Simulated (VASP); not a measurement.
# Ge (Cmcm) in VASP: a series of runs

The runs below take Ge through single point, with r2SCAN, PBE, revPBE, RPBE.

Everything below comes from runs of VASP 6.6.1. Logs are shortened: lines on timing, memory, paths and dates and some standing lists are left out, and cuts for length are marked.

## 1. The cell of the first run

It takes space group Cmcm (No. 63, orthorhombic). The conventional cell has a = 2.976 Å, b = 5.189 Å, c = 4.728 Å, α = 90.00°, β = 90.00°, γ = 90.00°. Ge (site symmetry m2m) has 12 Ge at 2.92 to 2.99 Å within 3.9 Å.

## 2. Single point, r2SCAN

File POSCAR:

```
Ge
1.0
    1.4880529250     -2.5946896100      0.0000000000
    1.4880529250      2.5946896100      0.0000000000
    0.0000000000      0.0000000000      4.7275957900
Ge
2
Direct
    0.3334466300      0.6665533700      0.2500000000
    0.6665533700      0.3334466300      0.7500000000
```

File INCAR.step1:

```
PREC = Accurate
ENCUT = 520
ISMEAR = 0
SIGMA = 0.01
LREAL = F
LASPH = T
NELM = 100
NBANDS = 21
GGA = PE
ALGO = Normal
EDIFF = 1E-4
LWAVE = T
LCHARG = F
```

File INCAR.step2:

```
PREC = Accurate
ENCUT = 520
EDIFF = 1E-6
ISMEAR = 0
SIGMA = 0.01
LREAL = F
LASPH = T
NELM = 100
ALGO = Normal
ISIF = 2
LWAVE = F
LCHARG = F
METAGGA = R2SCAN
LMIXTAU = T
NBANDS = 21
ISTART = 1
```

File KPOINTS:

```
Automatic mesh
0
Gamma
  9 9 5
```

Potentials or basis: VASP PAW PBE potentials, release 64 (Ge_d).

Run with:

```bash
> cat potpaw_PBE.64/Ge_d/POTCAR > POTCAR
> cp INCAR.step1 INCAR
> mpirun -np 1 vasp_std > vasp.out
> cp INCAR.step2 INCAR
> mpirun -np 1 vasp_std > vasp.out
```

OUTCAR:

```text
PREC = Accurate
   ENCUT = 520
   EDIFF = 1E-6
   ISMEAR = 0
   LREAL = F
   LASPH = T
   NELM = 100
   ISIF = 2
   METAGGA = R2SCAN
   ISTART = 1

 ion  position               nearest neighbor table
   1  0.333  0.667  0.250-
   2  0.667  0.333  0.750-

  LATTYP: Found a base centered orthorhombic cell.
 ALAT       =     2.9761058500
 B/A-ratio  =     1.7436809984
 C/A-ratio  =     1.5885173540

  Lattice vectors:

 A1 = (   1.4880529250,  -2.5946896100,   0.0000000000)
 A2 = (   1.4880529250,   2.5946896100,   0.0000000000)
 A3 = (   0.0000000000,   0.0000000000,   4.7275957900)

Analysis of symmetry for initial positions (statically):
=====================================================================
 Subroutine PRICEL returns:
 Original cell was already a primitive cell.

 Routine SETGRP: Setting up the symmetry group for a
 base centered orthorhombic supercell.

 Subroutine GETGRP returns: Found  8 space group operations
 (whereof  4 operations were pure point group operations)
 out of a pool of  8 trial point group operations.

The static configuration has the point symmetry C_2h.
 The point group associated with its full space group is D_2h.

Analysis of symmetry for dynamics (positions and initial velocities):
=====================================================================
 Subroutine PRICEL returns:
 Original cell was already a primitive cell.

 Routine SETGRP: Setting up the symmetry group for a
 base centered orthorhombic supercell.

 Subroutine GETGRP returns: Found  8 space group operations
 (whereof  4 operations were pure point group operations)
 out of a pool of  8 trial point group operations.

The dynamic configuration has the point symmetry C_2h.
 The point group associated with its full space group is D_2h.

 Subroutine INISYM returns: Found  8 space group operations
 (whereof  4 operations are pure point group operations),
 and found     1 'primitive' translations

----------------------------------------------------------------------------------------

                                     Primitive cell

  volume of cell :      36.5068

  direct lattice vectors                    reciprocal lattice vectors
     1.488052925 -2.594689610  0.000000000     0.336009554 -0.192701277  0.000000000
[... 74 lines left out ...]
   NGX,Y,Z   is equivalent  to a cutoff of  13.34, 13.34, 12.66 a.u.
   NGXF,Y,Z  is equivalent  to a cutoff of  26.68, 26.68, 25.32 a.u.
 SYSTEM =  unknown system
   PREC   = accura    normal or accurate (medium, high low for compatibility)
   ISTART =      1    job   : 0-new  1-cont  2-samecut
   ICHARG =      0    charge: 1-file 2-atom 10-const
   ISPIN  =      1    spin polarized calculation?
   LNONCOLLINEAR =      F non collinear calculations
   LSORBIT =      F    spin-orbit coupling
   LASPH  =      T    aspherical Exc in radial PAW
   ENCUT  =  520.0 eV  38.22 Ry    6.18 a.u.   5.56  5.56  8.79*2*pi/ulx,y,z
   NELM   =    100;   NELMIN=  2; NELMDL=  0     # of ELM steps
   EDIFF  = 0.1E-05   stopping-criterion for ELM
   LREAL  =      F    real-space projection
   EDIFFG = 0.1E-04   stopping-criterion for IOM
   NSW    =      0    number of steps for IOM
   IBRION =     -1    ionic relax: 0-MD 1-quasi-New 2-CG
   NFREE  =      0    steps in history (QN), initial steepest desc. (CG)
   ISIF   =      2    stress and relaxation
   ISYM   =      2    0-nonsym 1-usesym 2-fastsym
   POTIM  = 0.5000    time-step for ionic-motion
   TEBEG  =    0.0;   TEEND  =   0.0 temperature during run
   PSTRESS=    0.0 pullay stress
   NELECT =      28.0000    total number of electrons
   NUPDOWN=      -1.0000    fix difference up-down
   EMIN   =  10.00;   EMAX   =-10.00  energy-range for DOS
   EFERMI =   0.00;   METHOD = LEGACY
   ISMEAR =     0;   SIGMA  =   0.01  broadening in eV -4-tet -1-fermi 0-gaus
   EFERMI_NEDOS =   21; number of points for ismear=-14 and -15
   IALGO  =     38    algorithm
   IMIX   =      4    mixing-type and parameters
     AMIX     =   0.40;   BMIX     =  1.00
     AMIX_MAG =   1.60;   BMIX_MAG =  1.00
  volume/ion in A,a.u.               =      18.25       123.18
  Fermi-wavevector in a.u.,A,eV,Ry     =   1.498544  2.831837 30.553703  2.245634
  Thomas-Fermi vector in A             =   2.610289
   LORBIT       =      0    0 simple, 1 ext, 2 COOP (PROOUT), +10 PAW based schemes
   METAGGA = R2SCAN    functional components
   LHFCALC =     F    Hartree Fock is set to
   AEXX    =    0.0000 exact exchange contribution
   IVDW    =     0    specifies the selected vdW correction
   LEPSILON=     F    determine dielectric tensor
   LRPA    =     F    only Hartree local field effects (RPA)
 non-spin polarized calculation
 Gauss-broadening in eV      SIGMA  =   0.01
  energy-cutoff  :      520.00
  volume of cell :       36.51
 maximum number of plane-waves:      1007
   NGX = 11   NGY = 11   NGZ = 17

 number of electron      28.0000012 magnetization

 Free energy of the ion-electron system (eV)
  ---------------------------------------------------
  ext. energy  EPLUGINS =         0.00000000
  ---------------------------------------------------
  free energy    TOTEN  =       -26.58190763 eV

  energy without entropy =      -26.58166002  energy(sigma->0) =      -26.58178382

 E-fermi :   6.9879     XC(G=0): -12.6717

 val. band max:        6.9876160488   @ k =   0.0000   0.0000   0.4000
 cond. band min:       6.9896378360   @ k =   0.2222   0.2222   0.2000
 fundamental gap:      0.0020217871
 Fermi energy:         6.9879259933

 k-point     1 :       0.0000    0.0000    0.0000
  band No.  band energies     occupation
      1     -18.4829      2.00000
      2     -18.4712      2.00000
      3     -18.4679      2.00000
      4     -18.4673      2.00000
      5     -18.4612      2.00000
      6     -18.4579      2.00000
[... 565 lines left out ...]
     20      16.4768      0.00000
     21      22.7667      0.00000

 [... further k-points ...]
[... 5 lines left out ...]
  --------------------------------------------------------------------------------------
  -------------------------------------------------------------------------------------
  Total        0.1372427      0.0867470      0.5578955      0.0000000     -0.0000000      0.0000000
  in kB        6.0231762      3.8070714     24.4843903      0.0000000     -0.0000000      0.0000000
  external PRESSURE =      11.4382126 kB  Pullay stress =       0.0000000 kB

 VOLUME and BASIS-vectors are now :
 -----------------------------------------------------------------------------
  energy-cutoff  :      520.00
  volume of cell :       36.51
      direct lattice vectors                 reciprocal lattice vectors
     1.488052925 -2.594689610  0.000000000     0.336009554 -0.192701277  0.000000000
     1.488052925  2.594689610  0.000000000     0.336009554  0.192701277  0.000000000
     0.000000000  0.000000000  4.727595790     0.000000000  0.000000000  0.211524006

 POSITION                                       TOTAL-FORCE (eV/Angst)
 -----------------------------------------------------------------------------------
      1.48805      0.86431      1.18190         0.000000      0.015566      0.000000
      1.48805     -0.86431      3.54570         0.000000     -0.015566      0.000000
 -----------------------------------------------------------------------------------
    total drift:                                0.000000     -0.000000      0.000000

  FREE ENERGIE OF THE ION-ELECTRON SYSTEM (eV)
  ---------------------------------------------------
  free  energy   TOTEN  =       -26.5819076284 eV

  energy  without entropy=      -26.5816600206  energy(sigma->0) =      -26.58178382
```

OUTCAR.step1:

```text
PREC = Accurate
   ENCUT = 520
   ISMEAR = 0
   LREAL = F
   LASPH = T
[... 800 lines left out ...]
 -----------------------------------------------------------------------------------
      1.48805      0.86431      1.18190         0.000000      0.005530      0.000000
      1.48805     -0.86431      3.54570         0.000000     -0.005530      0.000000
 -----------------------------------------------------------------------------------
    total drift:                                0.000000     -0.000000      0.000000

  FREE ENERGIE OF THE ION-ELECTRON SYSTEM (eV)
  ---------------------------------------------------
  free  energy   TOTEN  =        -8.3326283271 eV

  energy  without entropy=       -8.3324214183  energy(sigma->0) =       -8.33252487
```

OSZICAR.step1:

```text
N       E                     dE             d eps       ncg     rms          rms(c)
DAV:   1     0.175565011490E+03    0.17557E+03   -0.14318E+04  3579   0.385E+03
DAV:   2     0.148298100931E+02   -0.16074E+03   -0.15576E+03  3175   0.584E+02
DAV:   3    -0.775696569314E+01   -0.22587E+02   -0.22375E+02  3623   0.131E+02
DAV:   4    -0.835517819775E+01   -0.59821E+00   -0.59790E+00  3568   0.246E+01
DAV:   5    -0.836384034652E+01   -0.86621E-02   -0.86619E-02  3666   0.324E+00    0.167E+00
DAV:   6    -0.834255716678E+01    0.21283E-01   -0.18715E-02  4282   0.218E+00    0.917E-01
DAV:   7    -0.833295038452E+01    0.96068E-02   -0.11950E-02  4355   0.141E+00    0.811E-02
DAV:   8    -0.833261854306E+01    0.33184E-03   -0.10376E-03  3655   0.579E-01    0.292E-02
DAV:   9    -0.833262832711E+01   -0.97841E-05   -0.20159E-05  2225   0.586E-02
   1 F= -.83326283E+01 E0= -.83325249E+01  d E =-.206909E-03
```

Wall time 1.7 min (1 thread of Intel Xeon 6975P-C, shared host); peak memory 0.19 GiB.

Results:

- Free energy: -26.5819 eV
- Pressure: 1.1 GPa
- Largest force: 0.016 eV/Å
- Band gap on the k mesh: zero (band 14 reaches 14.13 eV, above the bottom of band 15 at 3.83 eV)

Forces in eV/Å, atoms in the order of the input:
```
Ge   0.000  0.016  0.000
Ge   0.000 -0.016  0.000
```

Levels at points of the mesh, in eV from the Fermi level:
| k point | band 12 | band 13 | band 14 | band 15 | band 16 | band 17 |
| --- | --- | --- | --- | --- | --- | --- |
| (0.00, 0.00, 0.00) | -7.84 | -5.90 | 6.92 | 7.05 | 9.14 | 9.27 |

Caveat: the PAW data sets were made with another functional, which shifts forces and pressure a little.

## 3. Single point, r2SCAN

POSCAR is that of step 2.

File INCAR.step1:

```
SYSTEM = Ge
PREC = Accurate
ENCUT = 520
ISMEAR = 0
SIGMA = 0.005
LREAL = .False.
LASPH = .True.
NELM = 80
NBANDS = 21
GGA = PE
ALGO = Normal
EDIFF = 1E-4
LWAVE = .True.
LCHARG = .False.
```

File INCAR.step2:

```
SYSTEM = Ge
PREC = Accurate
ENCUT = 520
EDIFF = 1E-6
ISMEAR = 0
SIGMA = 0.005
LREAL = .False.
LASPH = .True.
NELM = 80
ALGO = Normal
ISIF = 2
LWAVE = .False.
LCHARG = .True.
METAGGA = R2SCAN
LMIXTAU = .True.
LELF = .True.
LVHAR = .True.
NBANDS = 21
ISTART = 1
```

File KPOINTS:

```
Automatic mesh
0
Gamma
  9 9 5
  0 0 0
```

Potentials or basis: VASP PAW PBE potentials, release 64 (Ge_d).

Run with:

```bash
> cat potpaw_PBE.64/Ge_d/POTCAR > POTCAR
> cp INCAR.step1 INCAR
> mpirun -np 1 vasp_std > vasp.out
> cp INCAR.step2 INCAR
> mpirun -np 1 vasp_std > vasp.out
```

It took 1.8 min on 1 thread of Intel Xeon 6975P-C, shared host; peak memory 0.19 GiB.

Results (log left out):

| Item | Value |
| --- | --- |
| Free energy | -26.5818 eV |
| Pressure | 1.2 GPa |
| Largest force | 0.018 eV/Å |
| Band gap on the k mesh | zero (band 14 reaches 14.13 eV, above the bottom of band 15 at 3.83 eV) |

Forces on the atoms (eV/Å):
```
Ge   0.000  0.018  0.000
Ge   0.000 -0.018  0.000
```

Stress tensor (GPa, compression positive):
```
0.68 0.00 0.00
0.00 0.49 0.00
0.00 0.00 2.32
```

Levels at points of the mesh, in eV from the Fermi level:
| k point | band 12 | band 13 | band 14 | band 15 | band 16 | band 17 |
| --- | --- | --- | --- | --- | --- | --- |
| (0.00, 0.00, 0.00) | -7.84 | -5.90 | 6.92 | 7.05 | 9.14 | 9.27 |

Caveat: the PAW data sets were made with another functional, which shifts forces and pressure a little.

## 4. Single point, PBE

This run uses another cell than the first one, of 19.29 Å³/atom, 1.057 times its volume.

File INCAR:

```
PREC = Accurate
ENCUT = 520
EDIFF = 1E-6
ISMEAR = -1
SIGMA = 0.05
LREAL = False
LASPH = True
NELM = 60
ALGO = Normal
ISIF = 2
LWAVE = False
LCHARG = True
GGA = PE
LELF = True
LVHAR = True
NBANDS = 21
```

File KPOINTS:

```
Automatic mesh
0
Gamma
  10 10 6
```

File POSCAR:

```
Ge
1.0
    1.4980418008     -2.6351091020      0.0000000000
    1.4980418008      2.6351091020      0.0000000000
    0.0000000000      0.0000000000      4.8871133616
Ge
2
Direct
    0.3347349503      0.6652650497      0.2500000000
    0.6652650497      0.3347349503      0.7500000000
```

Run with:

```bash
> cat potpaw_PBE.64/Ge_d/POTCAR > POTCAR
> mpirun -np 1 vasp_std > vasp.out
```

Wall time 40 s (1 thread of Intel Xeon Platinum 8488C (Sapphire Rapids), shared host); peak memory 0.2 GiB.

Results (log left out):

```yaml
Free_energy: -8.3982 eV
Pressure: 0.0 GPa
Band_gap_on_the_k_mesh: zero (band 14 reaches 13.05 eV, above the bottom of band 15 at 4.43 eV)
```

Levels at points of the mesh, in eV from the Fermi level:
| k point | band 10 | band 11 | band 12 | band 13 | band 14 | band 15 | band 16 | band 17 | band 18 | band 19 |
| --- | --- | --- | --- | --- | --- | --- | --- | --- | --- | --- |
| (0.00, 0.00, 0.00) | -24.62 | -12.96 | -7.71 | -5.34 | 6.39 | 6.70 | 8.34 | 8.54 | 9.07 | 11.24 |
| (0.50, 0.00, 0.00) | -24.61 | -8.19 | -6.86 | -2.57 | -1.47 | -0.82 | 1.45 | 2.44 | 6.41 | 6.69 |
| (0.50, 0.50, 0.00) | -24.61 | -8.33 | -7.00 | -2.62 | -1.53 | -0.92 | 1.30 | 2.79 | 6.73 | 7.01 |
| (0.00, 0.00, 0.50) | -24.64 | -11.41 | -11.41 | 1.34 | 1.34 | 7.43 | 7.43 | 7.69 | 7.69 | 12.44 |
| (0.50, 0.00, 0.50) | -24.61 | -6.91 | -6.91 | -4.68 | -4.68 | 3.95 | 3.95 | 4.57 | 4.57 | 8.42 |
| (0.50, 0.50, 0.50) | -24.62 | -7.06 | -7.06 | -4.75 | -4.75 | 4.30 | 4.30 | 4.59 | 4.59 | 8.65 |

[end of part 1 of 3]
